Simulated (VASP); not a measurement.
# Al3Ga2Sb5 (I-4m2) in VASP: single point with PBE

Aim: the single point of Al3Ga2Sb5 with PBE.

Everything below comes from runs of VASP 6.6.1. Logs are shortened: lines on timing, memory, paths and dates and some standing lists are left out, and cuts for length are marked.

### 1 The cell of the first run

Symmetry: I-4m2, No. 119, tetragonal system. Conventional cell: a = 4.399 Å, b = 4.399 Å, c = 31.097 Å, α = 90.00°, β = 90.00°, γ = 90.00°. Al (site symmetry 2mm) has 4 Sb at 2.69 to 2.70 Å within 3.6 Å. Al (site symmetry -4m2) has 4 Sb at 2.70 Å within 3.6 Å. Ga (site symmetry 2mm) has 4 Sb at 2.69 Å within 3.5 Å. Within 3.6 Å of Sb (site symmetry 2mm) lie 2 Al at 2.69 Å and 2 Ga at 2.69 Å. Within 3.6 Å of Sb (site symmetry 2mm) lie 4 Al at 2.70 Å. Sb (site symmetry -4m2) has 4 Ga at 2.69 Å within 3.5 Å.

### 2 Single point, PBE

INCAR

```
PREC = Accurate
ENCUT = 520
EDIFF = 1E-6
ISMEAR = 0
SIGMA = 0.1
LREAL = F
LASPH = T
NELM = 100
ALGO = Normal
ISIF = 2
LWAVE = F
LCHARG = F
GGA = PE
NBANDS = 41
```

KPOINTS

```
regular mesh
0
Gamma
  4 4 4
```

POSCAR

```
Al3Ga2Sb5
1.0
    0.0000000000     -4.3991140000      0.0000000000
    4.3991140000      0.0000000000      0.0000000000
   -2.1995570000      2.1995570000     15.5483618000
Al Ga Sb
3 2 5
Direct
    0.8997900000      0.8997900000      0.7995800000
    0.5000000000      0.5000000000      0.0000000000
    0.1002100000      0.1002100000      0.2004200000
    0.7001950000      0.7001950000      0.4003900000
    0.2998050000      0.2998050000      0.5996100000
    0.3498160000      0.8498160000      0.6996320000
    0.9499050000      0.4499050000      0.8998100000
    0.5500950000      0.0500950000      0.1001900000
    0.1501840000      0.6501840000      0.3003680000
    0.7500000000      0.2500000000      0.5000000000
```

Potentials or basis: VASP PAW PBE potentials, release 64 (Al, Ga_d, Sb).

Run with:

```bash
cat potpaw_PBE.64/Al/POTCAR potpaw_PBE.64/Ga_d/POTCAR potpaw_PBE.64/Sb/POTCAR > POTCAR
mpirun -np 1 vasp_std > vasp.out
```

OUTCAR:

```text
PREC = Accurate
   ENCUT = 520
   EDIFF = 1E-6
   ISMEAR = 0
   LREAL = F
   LASPH = T
   NELM = 100
   ISIF = 2
   GGA = PE

 ion  position               nearest neighbor table
   1  0.900  0.900  0.800-   6 2.69   6 2.69   7 2.70   7 2.70
   2  0.500  0.500  0.000-   8 2.70   7 2.70   8 2.70   7 2.70
   3  0.100  0.100  0.200-   9 2.69   9 2.69   8 2.70   8 2.70
   4  0.700  0.700  0.400-  10 2.69  10 2.69   9 2.69   9 2.69
   5  0.300  0.300  0.600-  10 2.69  10 2.69   6 2.69   6 2.69
   6  0.350  0.850  0.700-   1 2.69   1 2.69   5 2.69   5 2.69
   7  0.950  0.450  0.900-   2 2.70   2 2.70   1 2.70   1 2.70
   8  0.550  0.050  0.100-   2 2.70   2 2.70   3 2.70   3 2.70
   9  0.150  0.650  0.300-   3 2.69   3 2.69   4 2.69   4 2.69
  10  0.750  0.250  0.500-   5 2.69   4 2.69   5 2.69   4 2.69

  LATTYP: Found a body centered tetragonal cell.
 ALAT       =     4.3991140000
 C/A-ratio  =     7.0688605933

  Lattice vectors:

 A1 = (  -2.1995570000,  -2.1995570000, -15.5483618000)
 A2 = (   2.1995570000,   2.1995570000, -15.5483618000)
 A3 = (   2.1995570000,  -2.1995570000,  15.5483618000)

Analysis of symmetry for initial positions (statically):
=====================================================================
 Subroutine PRICEL returns:
 Original cell was already a primitive cell.

 Routine SETGRP: Setting up the symmetry group for a
 body centered tetragonal supercell.

 Subroutine GETGRP returns: Found  8 space group operations
 (whereof  8 operations were pure point group operations)
 out of a pool of 16 trial point group operations.

The static configuration has the point symmetry D_2d.

Analysis of symmetry for dynamics (positions and initial velocities):
=====================================================================
 Subroutine PRICEL returns:
 Original cell was already a primitive cell.

 Routine SETGRP: Setting up the symmetry group for a
 body centered tetragonal supercell.

 Subroutine GETGRP returns: Found  8 space group operations
 (whereof  8 operations were pure point group operations)
 out of a pool of 16 trial point group operations.

The dynamic configuration has the point symmetry D_2d.

 Subroutine INISYM returns: Found  8 space group operations
 (whereof  8 operations are pure point group operations),
 and found     1 'primitive' translations

----------------------------------------------------------------------------------------

                                     Primitive cell

  volume of cell :     300.8951

[... 102 lines left out ...]
   PSTRESS=    0.0 pullay stress
   NELECT =      60.0000    total number of electrons
   NUPDOWN=      -1.0000    fix difference up-down
   EMIN   =  10.00;   EMAX   =-10.00  energy-range for DOS
   EFERMI =   0.00;   METHOD = LEGACY
   ISMEAR =     0;   SIGMA  =   0.10  broadening in eV -4-tet -1-fermi 0-gaus
   EFERMI_NEDOS =   21; number of points for ismear=-14 and -15
   IALGO  =     38    algorithm
   IMIX   =      4    mixing-type and parameters
     AMIX     =   0.40;   BMIX     =  1.00
     AMIX_MAG =   1.60;   BMIX_MAG =  1.00
  volume/ion in A,a.u.               =      30.09       203.05
  Fermi-wavevector in a.u.,A,eV,Ry     =   0.956431  1.807392 12.446064  0.914760
  Thomas-Fermi vector in A             =   2.085358
   LORBIT       =      0    0 simple, 1 ext, 2 COOP (PROOUT), +10 PAW based schemes
   GGA     = PE    functional components
   LHFCALC =     F    Hartree Fock is set to
   AEXX    =    0.0000 exact exchange contribution
   IVDW    =     0    specifies the selected vdW correction
   LEPSILON=     F    determine dielectric tensor
   LRPA    =     F    only Hartree local field effects (RPA)
 non-spin polarized calculation
 Gauss-broadening in eV      SIGMA  =   0.10
  energy-cutoff  :      520.00
  volume of cell :      300.90
 maximum number of plane-waves:      8149
 NGX is ok and might be reduce to    36
   NGX = 17   NGY = 17   NGZ = 59

 number of electron      59.9999990 magnetization

 Free energy of the ion-electron system (eV)
  ---------------------------------------------------
  ext. energy  EPLUGINS =         0.00000000
  ---------------------------------------------------
  free energy    TOTEN  =       -39.13451359 eV

  energy without entropy =      -39.13451234  energy(sigma->0) =      -39.13451297

 E-fermi :   4.7098     XC(G=0):  -8.6358

 val. band max:        4.4251816001   @ k =   0.0000   0.0000   0.0000
 cond. band min:       4.9796430905   @ k =   0.0000   0.0000   0.0000
 fundamental gap:      0.5544614904
 Fermi energy:         4.7097923064

 k-point     1 :       0.0000    0.0000    0.0000
  band No.  band energies     occupation
      1     -10.3740      2.00000
      2     -10.3550      2.00000
      3     -10.3463      2.00000
      4     -10.3463      2.00000
      5     -10.3359      2.00000
      6     -10.3359      2.00000
[... 561 lines left out ...]
     40       7.0869      0.00000
     41       7.8754      0.00000

------------------------ aborting loop because EDIFF is reached ----------------------------------------

  FORCE on cell =-STRESS in cart. coord.  units (eV):
  Direction    XX          YY          ZZ          XY          YZ          ZX
  --------------------------------------------------------------------------------------
  -------------------------------------------------------------------------------------
  Total        0.9399904      0.9399904     -0.6435672      0.0000000      0.0000000      0.0000000
  in kB        5.0051711      5.0051711     -3.4268050      0.0000000      0.0000000      0.0000000
  external PRESSURE =       2.1945124 kB  Pullay stress =       0.0000000 kB

 VOLUME and BASIS-vectors are now :
 -----------------------------------------------------------------------------
  energy-cutoff  :      520.00
  volume of cell :      300.90
      direct lattice vectors                 reciprocal lattice vectors
     0.000000000 -4.399114000  0.000000000     0.000000000 -0.227318501  0.032157729
     4.399114000  0.000000000  0.000000000     0.227318501  0.000000000  0.032157729
    -2.199557000  2.199557000 15.548361800     0.000000000  0.000000000  0.064315457

 POSITION                                       TOTAL-FORCE (eV/Angst)
 -----------------------------------------------------------------------------------
      2.19956     -2.19956     12.43216        -0.000000      0.000000     -0.007669
      2.19956     -2.19956      0.00000         0.000000      0.000000      0.000000
     -0.00000      0.00000      3.11620         0.000000     -0.000000      0.007669
      2.19956     -2.19956      6.22541        -0.000000      0.000000      0.005528
      0.00000      0.00000      9.32295         0.000000     -0.000000     -0.005528
      2.19956      0.00000     10.87813        -0.000000      0.000000     -0.005556
      0.00000     -2.19956     13.99057         0.000000      0.000000     -0.000157
      0.00000     -2.19956      1.55779         0.000000      0.000000      0.000157
      2.19956     -0.00000      4.67023         0.000000     -0.000000      0.005556
      0.00000     -2.19956      7.77418         0.000000      0.000000      0.000000
 -----------------------------------------------------------------------------------
    total drift:                               -0.000002     -0.000002      0.000000

  FREE ENERGIE OF THE ION-ELECTRON SYSTEM (eV)
  ---------------------------------------------------
  free  energy   TOTEN  =       -39.1345135907 eV

  energy  without entropy=      -39.1345123430  energy(sigma->0) =      -39.13451297
```

It took 4.9 min on 1 thread of Intel Xeon 8259CL, shared host; peak memory 0.47 GiB.

What came out:

| Item | Value |
| --- | --- |
| Free energy | -39.1345 eV |
| Pressure | 0.2 GPa |
| Largest force | 0.008 eV/Å |
| Band gap on the k mesh | 0.55 eV |

Forces in eV/Å, atoms in the order of the input:
```
Al   0.000  0.000 -0.008
Al   0.000  0.000  0.000
Al   0.000  0.000  0.008
Ga   0.000  0.000  0.006
Ga   0.000  0.000 -0.006
Sb   0.000  0.000 -0.006
Sb   0.000  0.000  0.000
Sb   0.000  0.000  0.000
Sb   0.000  0.000  0.006
Sb   0.000  0.000  0.000
```

Stress tensor (GPa, compression positive):
```
 0.50  0.00  0.00
 0.00  0.50  0.00
 0.00  0.00 -0.34
```

Caveat: semilocal functionals underestimate gaps, and a narrow one can read as zero; spin-orbit coupling is left out, which moves the levels of the heavy elements. A k mesh can miss the band edges.
